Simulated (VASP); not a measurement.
Input of a VASP 6.6.1 run:

Contents of INCAR:

```
PREC = Accurate
ENCUT = 520
EDIFF = 1E-7
ISMEAR = 0
SIGMA = 0.1
LREAL = False
LASPH = True
NELM = 80
ALGO = Normal
ISIF = 2
LWAVE = False
LCHARG = False
GGA = PE
NBANDS = 44
```

Contents of KPOINTS:

```
regular mesh
0
Gamma
  4 4 4
```

File POSCAR:

```
Zr4ZnPd
1.0
    0.0000000000      3.9696339830      3.9696339830
    3.9696339830      0.0000000000      3.9696339830
    3.9696339830      3.9696339830      0.0000000000
Zr Zn Pd
4 1 1
Direct
    0.3751435723      0.8745692830      0.3751435723
    0.3751435723      0.3751435723      0.8745692830
    0.3751435723      0.3751435723      0.3751435723
    0.8745692830      0.3751435723      0.3751435723
    0.7500000000      0.7500000000      0.7500000000
    0.0000000000      0.0000000000      0.0000000000
```

Potentials or basis: VASP PAW PBE potentials, release 64 (Zr_sv, Zn, Pd).

Command:

```sh
$ cat potpaw_PBE.64/Zr_sv/POTCAR potpaw_PBE.64/Zn/POTCAR potpaw_PBE.64/Pd/POTCAR > POTCAR
$ mpirun -np 1 vasp_std > vasp.out
```

Question: Predict the pressure.

Answer: 0.2 GPa.

Question: Estimate the band gap on the k mesh.

Answer: Zero (bands 35 and 36 overlap by 0.61 eV).
